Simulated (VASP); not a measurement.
Runs of VASP 6.6.1 on NaF. The structure is that of space group Fm-3m (No. 225), or close to it. The cells are those of the table. 

| task | level | potentials or basis | cell | k mesh | cutoff (eV) | gap on the mesh (eV) | pressure (GPa) |
| --- | --- | --- | --- | --- | --- | --- | --- |
| single point | PBEsol | VASP PAW PBE potentials, release 64 (Na_pv, F) | a = 3.281, b = 3.281, c = 3.297 Å, angles 59.8, 59.8, 59.7°, 2 atoms | 8 × 8 × 8 | 600 | 6.13 | -0.5 |
| single point | PBEsol | VASP PAW PBE potentials, release 64 (Na_pv, F) | a = 3.281, b = 3.281, c = 3.265 Å, angles 60.2, 60.2, 60.3°, 2 atoms | 8 × 8 × 8 | 600 | 6.13 | -0.5 |
| single point | r2SCAN | VASP PAW PBE potentials, release 64 (Na_sv, F) | a = 3.214 Å, angles 60.0°, 2 atoms | 10 × 10 × 10 | 1250 | 7.47 | 1.9 |
| relaxation of cell and atoms | PBEsol | VASP PAW PBE potentials, release 64 (Na_pv, F) | relaxed to 2 GPa from a = 3.281 Å, angles 60.0°, 2 atoms | 10 × 10 × 10 | 600 | (a) | 1.9 |
| single point | PBEsol | VASP PAW PBE potentials, release 64 (Na_pv, F) | a = 3.232 Å, angles 60.0°, 2 atoms | 10 × 10 × 10 | 600 | 6.38 | 1.9 |

Alike in all rows: no spin polarisation; smearing fermi-dirac 0.05 eV.

**Question.** Estimate the missing entries.

**Answer.** (a) 6.39.

Caveats: the PAW data sets were made with another functional, which shifts forces and pressure a little; the cell is relaxed towards a set pressure, so the run minimises the enthalpy, not the energy (at least some runs).

A k mesh can miss the band edges.

The runs don't all hold the same shells in valence.
